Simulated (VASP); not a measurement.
# SnO2 (P6_3/mmc) in VASP: a series of runs, part 2 of 2

VASP 6.6.1. Earlier steps stand in the parts before.

**3. Single point, r2SCAN**

This run uses another cell than the first one, of 16.91 Å³/atom.

File POSCAR:

```
SnO2
1.0
    3.2730925068      0.0000000000      0.0000000000
   -1.6365462534      2.8345768536      0.0000000000
    0.0000000000      0.0000000000     10.9325573365
Sn O
2 4
Direct
    0.0000000000      0.0000000000      0.5000000000
    0.0000000000      0.0000000000      0.0000000000
    0.6666666667      0.3333333333      0.4058600000
    0.6666666667      0.3333333333      0.0941400000
    0.3333333333      0.6666666667      0.5941400000
    0.3333333333      0.6666666667      0.9058600000
```

File INCAR.step1:

```
SYSTEM = SnO2
PREC     = Accurate       ! precision mode
ENCUT    = 520            ! plane-wave cutoff, eV
ISMEAR   = -1             ! smearing method
SIGMA    = 0.05           ! smearing width, eV
LREAL    = .FALSE.        ! projectors in reciprocal space
LASPH    = .TRUE.         ! aspherical terms in the spheres
NELM     = 80             ! most SCF steps
NBANDS   = 35             ! bands
GGA      = PE             ! functional
ALGO     = Normal         ! electronic algorithm
EDIFF    = 1E-4           ! SCF threshold, eV
LWAVE    = .TRUE.         ! write WAVECAR
LCHARG   = .FALSE.        ! write CHGCAR
```

File INCAR.step2:

```
SYSTEM = SnO2
PREC     = Accurate       ! precision mode
ENCUT    = 520            ! plane-wave cutoff, eV
EDIFF    = 1E-6           ! SCF threshold, eV
ISMEAR   = -1             ! smearing method
SIGMA    = 0.05           ! smearing width, eV
LREAL    = .FALSE.        ! projectors in reciprocal space
LASPH    = .TRUE.         ! aspherical terms in the spheres
NELM     = 80             ! most SCF steps
ALGO     = Normal         ! electronic algorithm
ISIF     = 2              ! what is computed and relaxed
LWAVE    = .FALSE.        ! write WAVECAR
LCHARG   = .TRUE.         ! write CHGCAR
METAGGA  = R2SCAN         ! meta-GGA
LMIXTAU  = .TRUE.       
LELF     = .TRUE.         ! ELF
LVHAR    = .TRUE.       
NBANDS   = 35             ! bands
ISTART   = 1
```

File KPOINTS:

```
regular mesh
0
G
  7 7 2
  0 0 0
```

Potentials or basis: VASP PAW PBE potentials, release 64 (Sn_d, O).

Started as:

```bash
$ cat potpaw_PBE.64/Sn_d/POTCAR potpaw_PBE.64/O/POTCAR > POTCAR
$ cp INCAR.step1 INCAR
$ mpirun -np 1 vasp_std > vasp.out
$ cp INCAR.step2 INCAR
$ mpirun -np 1 vasp_std > vasp.out
```

OUTCAR:

```text
SYSTEM = SnO2
   PREC = Accurate
   ENCUT = 520
   EDIFF = 1E-6
   ISMEAR = -1
   LREAL = .FALSE.
   LASPH = .TRUE.
   NELM = 80
   ISIF = 2
   METAGGA = R2SCAN
   ISTART = 1

 ion  position               nearest neighbor table
   1  0.000  0.000  0.500-   5 2.15   3 2.15   5 2.15   3 2.15   3 2.15   5 2.15
   2  0.000  0.000  0.000-   6 2.15   4 2.15   6 2.15   4 2.15   4 2.15   6 2.15
   3  0.667  0.333  0.406-   1 2.15   1 2.15   1 2.15
   4  0.667  0.333  0.094-   2 2.15   2 2.15   2 2.15
   5  0.333  0.667  0.594-   1 2.15   1 2.15   1 2.15
   6  0.333  0.667  0.906-   2 2.15   2 2.15   2 2.15

  LATTYP: Found a hexagonal cell.
 ALAT       =     3.2730925068
 C/A-ratio  =     3.3401308743

  Lattice vectors:

 A1 = (   3.2730925068,   0.0000000000,   0.0000000000)
 A2 = (  -1.6365462534,   2.8345768536,   0.0000000000)
 A3 = (   0.0000000000,   0.0000000000,  10.9325573365)

Analysis of symmetry for initial positions (statically):
=====================================================================
 Subroutine PRICEL returns:
 Original cell was already a primitive cell.

 Routine SETGRP: Setting up the symmetry group for a
 hexagonal supercell.

 Subroutine GETGRP returns: Found 24 space group operations
 (whereof 12 operations were pure point group operations)
 out of a pool of 24 trial point group operations.

The static configuration has the point symmetry D_3d.
 The point group associated with its full space group is D_6h.

Analysis of symmetry for dynamics (positions and initial velocities):
=====================================================================
 Subroutine PRICEL returns:
 Original cell was already a primitive cell.

 Routine SETGRP: Setting up the symmetry group for a
 hexagonal supercell.

 Subroutine GETGRP returns: Found 24 space group operations
[... 120 lines left out ...]
   IALGO  =     38    algorithm
   IMIX   =      4    mixing-type and parameters
     AMIX     =   0.40;   BMIX     =  1.00
     AMIX_MAG =   1.60;   BMIX_MAG =  1.00
  volume/ion in A,a.u.               =      16.91       114.08
  Fermi-wavevector in a.u.,A,eV,Ry     =   1.310247  2.476008 23.357765  1.716747
  Thomas-Fermi vector in A             =   2.440790
   LORBIT       =      0    0 simple, 1 ext, 2 COOP (PROOUT), +10 PAW based schemes
   METAGGA = R2SCAN    functional components
   LHFCALC =     F    Hartree Fock is set to
   AEXX    =    0.0000 exact exchange contribution
   IVDW    =     0    specifies the selected vdW correction
   LEPSILON=     F    determine dielectric tensor
   LRPA    =     F    only Hartree local field effects (RPA)
 non-spin polarized calculation
  energy-cutoff  :      520.00
  volume of cell :      101.43
 maximum number of plane-waves:      2756
   NGX = 13   NGY = 13   NGZ = 41

 number of electron      52.0000016 magnetization

 Free energy of the ion-electron system (eV)
  ---------------------------------------------------
  ext. energy  EPLUGINS =         0.00000000
  ---------------------------------------------------
  free energy    TOTEN  =       -82.93586233 eV

  energy without entropy =      -82.93586233  energy(sigma->0) =      -82.93586233

 E-fermi :   2.5133     XC(G=0):  -9.6152

 val. band max:        1.3297067963   @ k =   0.2857   0.1429   0.0000
 cond. band min:       3.6946210180   @ k =   0.0000   0.0000   0.0000
 fundamental gap:      2.3649142217
 Fermi energy:         2.5133043445

 k-point     1 :       0.0000    0.0000    0.0000
  band No.  band energies     occupation
      1     -19.2533      2.00000
      2     -19.2527      2.00000
      3     -19.0716      2.00000
      4     -19.0715      2.00000
      5     -19.0715      2.00000
      6     -19.0715      2.00000
[... 597 lines left out ...]
     34      12.7370      0.00000
     35      13.7280      0.00000

------------------------ aborting loop because EDIFF is reached ----------------------------------------

  FORCE on cell =-STRESS in cart. coord.  units (eV):
  Direction    XX          YY          ZZ          XY          YZ          ZX
  --------------------------------------------------------------------------------------
  -------------------------------------------------------------------------------------
  Total       -7.2570519     -7.2570294     -3.8999912      0.0000000      0.0000000     -0.0000000
  in kB     -114.6311191   -114.6307628    -61.6035774      0.0000000      0.0000000     -0.0000000
  external PRESSURE =     -96.9551531 kB  Pullay stress =       0.0000000 kB

 VOLUME and BASIS-vectors are now :
 -----------------------------------------------------------------------------
  energy-cutoff  :      520.00
  volume of cell :      101.43
      direct lattice vectors                 reciprocal lattice vectors
     3.273092507  0.000000000  0.000000000     0.305521460  0.176393171  0.000000000
    -1.636546253  2.834576854  0.000000000     0.000000000  0.352786342  0.000000000
     0.000000000  0.000000000 10.932557337     0.000000000  0.000000000  0.091469907

 POSITION                                       TOTAL-FORCE (eV/Angst)
 -----------------------------------------------------------------------------------
      0.00000      0.00000      5.46628         0.000000      0.000000      0.000000
      0.00000      0.00000      0.00000         0.000000      0.000000      0.000000
      1.63655      0.94486      4.43709         0.000000      0.000000      0.945598
      1.63655      0.94486      1.02919        -0.000000      0.000000     -0.945598
     -0.00000      1.88972      6.49547        -0.000000     -0.000000     -0.945598
     -0.00000      1.88972      9.90337        -0.000000     -0.000000      0.945598
 -----------------------------------------------------------------------------------
    total drift:                               -0.000000      0.000000      0.000000

  FREE ENERGIE OF THE ION-ELECTRON SYSTEM (eV)
  ---------------------------------------------------
  free  energy   TOTEN  =       -82.9358623270 eV

  energy  without entropy=      -82.9358623270  energy(sigma->0) =      -82.93586233
```

OSZICAR.step1:

```text
N       E                     dE             d eps       ncg     rms          rms(c)
DAV:   1     0.642300857731E+03    0.64230E+03   -0.25506E+04  1199   0.207E+03
DAV:   2     0.611288399689E+02   -0.58117E+03   -0.54860E+03  1272   0.583E+02
DAV:   3    -0.368038757813E+02   -0.97933E+02   -0.96550E+02  1257   0.205E+02
DAV:   4    -0.420267211963E+02   -0.52228E+01   -0.51910E+01  1346   0.530E+01
DAV:   5    -0.421709247625E+02   -0.14420E+00   -0.14403E+00  1455   0.902E+00    0.148E+01
DAV:   6    -0.362634711913E+02    0.59075E+01   -0.18230E+01  1683   0.649E+01    0.613E+00
DAV:   7    -0.363369131374E+02   -0.73442E-01   -0.22051E+00  1186   0.864E+00    0.315E+00
DAV:   8    -0.363021346973E+02    0.34778E-01   -0.20434E-01  1641   0.358E+00    0.979E-01
DAV:   9    -0.362953514038E+02    0.67833E-02   -0.33146E-02  1636   0.245E+00    0.148E-01
DAV:  10    -0.362969729795E+02   -0.16216E-02   -0.65474E-03  1457   0.854E-01    0.847E-02
DAV:  11    -0.362970179106E+02   -0.44931E-04   -0.85286E-04  1649   0.329E-01
   1 F= -.36297018E+02 E0= -.36297018E+02  d E =-.156335E-08
```

It took 1.7 min on 1 thread of Intel Xeon 6975P-C (Granite Rapids), shared host; peak memory 0.24 GiB.

What came out:

```
Free energy            : -82.9359 eV
Pressure               : -9.7 GPa
Largest force          : 0.946 eV/Å
Band gap on the k mesh : 2.36 eV (least direct gap 2.69 eV)
```

Forces on the atoms (eV/Å):
```
Sn   0.000  0.000  0.000
Sn   0.000  0.000  0.000
O    0.000  0.000  0.946
O    0.000  0.000 -0.946
O    0.000  0.000 -0.946
O    0.000  0.000  0.946
```

Caveat: the cell stands under tension; the PAW data sets were made with another functional, which shifts forces and pressure a little; spin-orbit coupling is left out, which moves the levels of the heavy elements; an odd mesh through Γ misses points on the zone boundary, where band edges can lie.

**4. Single point, r2SCAN**

This run uses another cell than the first one, of 17.56 Å³/atom.

POSCAR, as its differences from that of step 3:

```diff
@@ -2,5 +2,5 @@
 1.0
-    3.2730925068      0.0000000000      0.0000000000
-   -1.6365462534      2.8345768536      0.0000000000
-    0.0000000000      0.0000000000     10.9325573365
+    3.3145284563      0.0000000000      0.0000000000
+   -1.6572642281      2.8704613827      0.0000000000
+    0.0000000000      0.0000000000     11.0709588307
 Sn O
```

File INCAR.step1:

```
SYSTEM = SnO2
ALGO = Normal
EDIFF = 1E-4
ENCUT = 520
GGA = PE
ISMEAR = -1
LASPH = .True.
LCHARG = .False.
LREAL = .False.
LWAVE = .True.
NBANDS = 35
NELM = 80
PREC = Accurate
SIGMA = 0.05
```

File INCAR.step2:

```
SYSTEM = SnO2
ALGO = Normal
EDIFF = 1E-6
ENCUT = 520
ISIF = 2
ISMEAR = -1
ISTART = 1
LASPH = .True.
LCHARG = .False.
LMIXTAU = .True.
LREAL = .False.
LWAVE = .False.
METAGGA = R2SCAN
NBANDS = 35
NELM = 80
PREC = Accurate
SIGMA = 0.05
```

File KPOINTS:

```
k-points
0
Gamma
  7 7 2
  0 0 0
```

Started as:

```bash
$ cat potpaw_PBE.64/Sn_d/POTCAR potpaw_PBE.64/O/POTCAR > POTCAR
$ cp INCAR.step1 INCAR
$ mpirun -np 1 vasp_std > vasp.out
$ cp INCAR.step2 INCAR
$ mpirun -np 1 vasp_std > vasp.out
```

Run time: 2.5 min. Hardware: 1 thread of Intel Xeon 6975P-C (Granite Rapids), shared host; peak memory 0.28 GiB.

Results (log left out):

```yaml
Free_energy: -82.6607 eV
Pressure: -13.1 GPa
Largest_force: 1.273 eV/Å
Band_gap_on_the_k_mesh: 2.14 eV (least direct gap 2.42 eV)
```

Forces on the atoms (eV/Å):
```
Sn   0.000  0.000  0.000
Sn   0.000  0.000  0.000
O    0.000  0.000  1.273
O    0.000  0.000 -1.273
O    0.000  0.000 -1.273
O    0.000  0.000  1.273
```

Stress tensor (GPa, compression positive):
```
-15.65   0.00   0.00
  0.00 -15.65   0.00
  0.00   0.00  -8.15
```

Levels at points of the mesh, in eV from the valence-band top:
```
           k point  band 22  band 23  band 24  band 25  band 26  band 27  band 28  band 29  band 30  band 31
(0.00, 0.00, 0.00)    -0.87    -0.85    -0.85    -0.80    -0.28     2.14     2.76     5.67     6.06    10.28
(0.00, 0.00, 0.50)    -0.86    -0.86    -0.86    -0.56    -0.56     2.46     2.46     5.87     5.87    10.50
```

Caveat: the cell stands under tension; the PAW data sets were made with another functional, which shifts forces and pressure a little; spin-orbit coupling is left out, which moves the levels of the heavy elements; an odd mesh through Γ misses points on the zone boundary, where band edges can lie.

**5. Single point, r2SCAN**

This run uses another cell than the first one, of 18.21 Å³/atom.

POSCAR, as its differences from that of step 4:

```diff
@@ -2,5 +2,5 @@
 1.0
-    3.3145284563      0.0000000000      0.0000000000
-   -1.6572642281      2.8704613827      0.0000000000
-    0.0000000000      0.0000000000     11.0709588307
+    3.3549535191      0.0000000000      0.0000000000
+   -1.6774767596      2.9054704597      0.0000000000
+    0.0000000000      0.0000000000     11.2059838311
 Sn O
```

File INCAR.step1:

```
SYSTEM = SnO2
  PREC = Accurate
  ENCUT = 520
  ISMEAR = -1
  SIGMA = 0.05
  LREAL = .False.
  LASPH = .True.
  NELM = 80
  NBANDS = 35
  GGA = PE
  ALGO = Normal
  EDIFF = 1E-4
  LWAVE = .True.
  LCHARG = .False.
```

File INCAR.step2:

```
SYSTEM = SnO2
  PREC = Accurate
  ENCUT = 520
  EDIFF = 1E-6
  ISMEAR = -1
  SIGMA = 0.05
  LREAL = .False.
  LASPH = .True.
  NELM = 80
  ALGO = Normal
  ISIF = 2
  LWAVE = .False.
  LCHARG = .False.
  METAGGA = R2SCAN
  LMIXTAU = .True.
  NBANDS = 35
  ISTART = 1
```

File KPOINTS:

```
regular mesh
0
Gamma
  7 7 2
  0 0 0
```

Potentials or basis: VASP PAW PBE potentials, release 64 (Sn_d, O).

Started as:

```bash
$ cat potpaw_PBE.64/Sn_d/POTCAR potpaw_PBE.64/O/POTCAR > POTCAR
$ cp INCAR.step1 INCAR
$ mpirun -np 1 vasp_std > vasp.out
$ cp INCAR.step2 INCAR
$ mpirun -np 1 vasp_std > vasp.out
```

OUTCAR:

```text
SYSTEM = SnO2
   PREC = Accurate
   ENCUT = 520
   EDIFF = 1E-6
   ISMEAR = -1
   LREAL = .False.
   LASPH = .True.
   NELM = 80
   ISIF = 2
   METAGGA = R2SCAN
   ISTART = 1

 ion  position               nearest neighbor table
   1  0.000  0.000  0.500-   5 2.21   3 2.21   5 2.21   3 2.21   3 2.21   5 2.21
   2  0.000  0.000  0.000-   6 2.21   4 2.21   6 2.21   4 2.21   4 2.21   6 2.21
   3  0.667  0.333  0.406-   1 2.21   1 2.21   1 2.21
   4  0.667  0.333  0.094-   2 2.21   2 2.21   2 2.21
   5  0.333  0.667  0.594-   1 2.21   1 2.21   1 2.21
   6  0.333  0.667  0.906-   2 2.21   2 2.21   2 2.21
[... 806 lines left out ...]
  -------------------------------------------------------------------------------------
  Total      -12.8932351    -12.8931951     -6.5902474      0.0000000      0.0000000      0.0000000
  in kB     -189.1121891   -189.1116012    -96.6627930      0.0000000      0.0000000      0.0000000
  external PRESSURE =    -158.2955278 kB  Pullay stress =       0.0000000 kB

 VOLUME and BASIS-vectors are now :
 -----------------------------------------------------------------------------
  energy-cutoff  :      520.00
  volume of cell :      109.23
      direct lattice vectors                 reciprocal lattice vectors
     3.354953519  0.000000000  0.000000000     0.298066723  0.172089170  0.000000000
    -1.677476760  2.905470460  0.000000000     0.000000000  0.344178340  0.000000000
     0.000000000  0.000000000 11.205983831     0.000000000  0.000000000  0.089238037

 POSITION                                       TOTAL-FORCE (eV/Angst)
 -----------------------------------------------------------------------------------
      0.00000      0.00000      5.60299        -0.000000      0.000000      0.000000
      0.00000      0.00000      0.00000        -0.000000      0.000000      0.000000
      1.67748      0.96849      4.54806         0.000000     -0.000000      1.545237
      1.67748      0.96849      1.05493         0.000000      0.000000     -1.545237
     -0.00000      1.93698      6.65792        -0.000000     -0.000000     -1.545237
     -0.00000      1.93698     10.15105        -0.000000      0.000000      1.545237
 -----------------------------------------------------------------------------------
    total drift:                                0.000000      0.000000      0.000000

  FREE ENERGIE OF THE ION-ELECTRON SYSTEM (eV)
  ---------------------------------------------------
  free  energy   TOTEN  =       -82.3112318520 eV

  energy  without entropy=      -82.3112318511  energy(sigma->0) =      -82.31123185
```

OSZICAR.step1:

```text
N       E                     dE             d eps       ncg     rms          rms(c)
DAV:   1     0.639234902723E+03    0.63923E+03   -0.25137E+04  1202   0.200E+03
DAV:   2     0.647437850307E+02   -0.57449E+03   -0.54062E+03  1280   0.567E+02
DAV:   3    -0.358204287854E+02   -0.10056E+03   -0.98549E+02  1263   0.204E+02
DAV:   4    -0.415304041306E+02   -0.57100E+01   -0.56682E+01  1349   0.539E+01
DAV:   5    -0.416933316552E+02   -0.16293E+00   -0.16264E+00  1414   0.942E+00    0.143E+01
DAV:   6    -0.359387515467E+02    0.57546E+01   -0.18171E+01  1708   0.663E+01    0.605E+00
DAV:   7    -0.359651708536E+02   -0.26419E-01   -0.22667E+00  1210   0.896E+00    0.311E+00
DAV:   8    -0.359268394986E+02    0.38331E-01   -0.24087E-01  1398   0.348E+00    0.974E-01
DAV:   9    -0.359197830187E+02    0.70565E-02   -0.31370E-02  1697   0.216E+00    0.152E-01
DAV:  10    -0.359215345565E+02   -0.17515E-02   -0.68627E-03  1364   0.794E-01    0.828E-02
DAV:  11    -0.359216980396E+02   -0.16348E-03   -0.10597E-03  1604   0.318E-01    0.516E-02
DAV:  12    -0.359216714296E+02    0.26610E-04   -0.96547E-05   833   0.108E-01
   1 F= -.35921671E+02 E0= -.35921671E+02  d E =-.551963E-07
```

It took 2.6 min on 1 thread of Intel Xeon 6975P-C (Granite Rapids), shared host; peak memory 0.28 GiB.

Results:

| Quantity | Value |
| --- | --- |
| Free energy | -82.3112 eV |
| Pressure | -15.8 GPa |
| Largest force | 1.545 eV/Å |
| Band gap on the k mesh | 1.94 eV (least direct gap 2.18 eV) |

Forces on the atoms (eV/Å):
```
Sn   0.000  0.000  0.000
Sn   0.000  0.000  0.000
O    0.000  0.000  1.545
O    0.000  0.000 -1.545
O    0.000  0.000 -1.545
O    0.000  0.000  1.545
```

Levels at points of the mesh, in eV from the valence-band top:
```
           k point  band 24  band 25  band 26  band 27  band 28  band 29
(0.00, 0.00, 0.00)    -0.85    -0.73    -0.24     1.94     2.52     5.48
(0.00, 0.00, 0.50)    -0.86    -0.50    -0.50     2.24     2.24     5.67
```

Caveat: the cell stands under tension; the PAW data sets were made with another functional, which shifts forces and pressure a little; spin-orbit coupling is left out, which moves the levels of the heavy elements; an odd mesh through Γ misses points on the zone boundary, where band edges can lie.

**6. Overview**

```tsv
cell	gap on the mesh (eV)	pressure (GPa)	largest force (eV/Å)
a = 3.231, b = 3.231, c = 10.791 Å, angles 90.0, 90.0, 120.0°, 6 atoms	2.62	-5.3	0.55
a = 3.273, b = 3.273, c = 10.933 Å, angles 90.0, 90.0, 120.0°, 6 atoms	2.36	-9.7	0.95
a = 3.315, b = 3.315, c = 11.071 Å, angles 90.0, 90.0, 120.0°, 6 atoms	2.14	-13.1	1.27
a = 3.355, b = 3.355, c = 11.206 Å, angles 90.0, 90.0, 120.0°, 6 atoms	1.94	-15.8	1.55
```

Alike in all rows: task single point; level r2SCAN; potentials or basis VASP PAW PBE potentials, release 64 (Sn_d, O); no spin polarisation; k mesh 7 × 7 × 2; cutoff (eV) 520; smearing fermi-dirac 0.05 eV.

Caveats: the cell stands under tension; the PAW data sets were made with another functional, which shifts forces and pressure a little; spin-orbit coupling is left out, which moves the levels of the heavy elements; an odd mesh through Γ misses points on the zone boundary, where band edges can lie.

Total energies depend on the potentials used, so only differences within one code and one set of settings carry meaning.
